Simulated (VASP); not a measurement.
A run of VASP 6.6.1 is set up as follows.

INCAR

```
ALGO = Normal ; EDIFF = 1E-7
ENCUT = 520 ; GGA = PE
ISIF = 2 ; ISMEAR = 0
IVDW = 12 ; LASPH = T
LCHARG = F ; LREAL = Auto
LWAVE = F ; NBANDS = 59
NELECT = 88.0 ; NELM = 100
PREC = Accurate ; SIGMA = 0.05
```

File KPOINTS:

```
k-points
0
Gamma
  4 4 2
```

POSCAR

```
Si6O11
1.0
   -2.4573906087      4.2563253884      0.0000000000
    0.0000000000      0.0000000000      5.4210324304
    7.3721718262      4.2563253883      0.0000000000
Si O
6 11
Direct
    0.7669799462      0.6666666667      0.2330200538
    0.2669799462      0.6666666667      0.7330200538
    0.9660401075      0.3333333333      0.5000000000
    0.4660401075      0.3333333333      0.0000000000
    0.2669799462      0.0000000000      0.2669799462
    0.7669799462      0.0000000000      0.7669799462
    0.2730030153      0.2203350802      0.1370425925
    0.7730030153      0.2203350802      0.6370425925
    0.0690623811      0.8870017469      0.7949771961
    0.6579346037      0.5536684135      0.0679802114
    0.1579346037      0.5536684135      0.5679802114
    0.0690623811      0.7796649198      0.2050228039
    0.5690623811      0.7796649198      0.7050228039
    0.1953948438      0.1359637434      0.3667073452
    0.6579346037      0.1129982531      0.9320197886
    0.7730030153      0.4463315865      0.3629574075
    0.2730030153      0.4463315865      0.8629574075
```

Potentials or basis: VASP PAW PBE potentials, release 64 (Si, O).

Command:

```console
$ cat potpaw_PBE.64/Si/POTCAR potpaw_PBE.64/O/POTCAR > POTCAR
$ mpirun -np 1 vasp_std > vasp.out
```

Task: Predict the dispersion energy per atom.

Result: -0.142 eV.

Task: What does it give for the largest force?

Result: 54.122 eV/Å.

Forces on the atoms (eV/Å):
```
Si   -1.660   0.647  -2.603
Si    0.363   0.165  -0.138
Si   -0.731   1.432   0.357
Si   -0.551  -1.200  -0.841
Si  -37.250  -7.394 -27.612
Si    0.305   0.338  -0.392
O    -3.699  -0.336  -0.063
O    -1.557  -0.022  -0.146
O    -0.112   0.060   0.043
O     0.645   0.797   1.447
O    -0.641  -0.539  -0.725
O     0.180   0.008  -0.212
O    -0.216  -0.042   0.122
O    44.580   6.670  29.955
O     0.278   0.236   0.258
O    -0.030  -0.885   0.570
O     0.096   0.066  -0.020
```

Caveat: the k points lie up to 0.37 Å⁻¹ apart; the cell carries a net charge on a neutralising background, which shifts energy and pressure; the cell differs from its parent crystal (atom 14 moved 0.125 of the way to it and -0.500 Å across, host rigid).
